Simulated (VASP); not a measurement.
Runs of VASP 6.6.1 on CdTe. The structure is that of space group F-43m (No. 216), or close to it. The cells are those of the table. 

```csv
task,level,cell,k mesh,cutoff (eV),smearing,gap on the mesh (eV),pressure (GPa)
single point,PBE,"a = 4.694 Å, angles 60.0°, 2 atoms",6 × 6 × 6,520,gaussian 0.1 eV,0.55,(b)
single point,PBE,"a = 4.680 Å, angles 60.0°, 2 atoms",10 × 10 × 10,520,gaussian 0.02 eV,0.58,0.1
single point,r2SCAN,"a = 4.680 Å, angles 60.0°, 2 atoms",10 × 10 × 10,520,gaussian 0.02 eV,1.07,(a)
relaxation of cell and atoms,PBE,"relaxed from a = 4.694 Å, angles 60.0°, 2 atoms",10 × 10 × 10,600,gaussian 0.02 eV,0.58,0.0
```

Alike in all rows: potentials or basis VASP PAW PBE potentials, release 64 (Cd, Te); no spin polarisation.

Problem. Estimate the missing entries.

Solution. (a) -1.0; (b) -0.2.

Caveats: spin-orbit coupling is left out, which moves the levels of the heavy elements; the PAW data sets were made with another functional, which shifts forces and pressure a little (some runs).

A k mesh can miss the band edges, and the runs leave out spin-orbit coupling on Cd, Te.
